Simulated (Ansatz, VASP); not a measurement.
## Hf: VASP beside Ansatz

```
CELL_PARAMETERS angstrom
3.12033 0.00000 0.00000
-1.56016 2.70228 0.00000
0.00000 0.00000 4.93609
ATOMIC_POSITIONS crystal
Hf 0.33333 0.66667 0.75000
Hf 0.66667 0.33333 0.25000
```

Alike in both runs: functional LDA; k mesh 16 × 16 × 8; occupations gaussian, width 0.05 eV; no spin polarisation.

Ansatz relaxed the structure, and its values are those at the end. VASP's run is a single point on that final structure, the one shown.

|  | VASP | Ansatz |
| --- | --- | --- |
| version | VASP 6.6.1 | Ansatz 0.2.0 |
| potentials or method | VASP PAW LDA potentials, release 64 (Hf_pv), cutoff 520 eV | scalar-relativistic, plane waves, PAW |
| valence electrons in the cell | 20 | 52 |

|  | VASP | Ansatz | Ansatz less VASP |
| --- | --- | --- | --- |
| pressure (GPa) | 0.1 | 0.0 | -0.07 |

LDA's correlation is that of Perdew and Zunger in VASP and of Perdew and Wang (1992) in Ansatz. VASP's potentials hold 20 valence electrons a cell and Ansatz's 52, so a difference there can come from the potentials and not from the codes.

Neither program's run includes spin-orbit coupling.
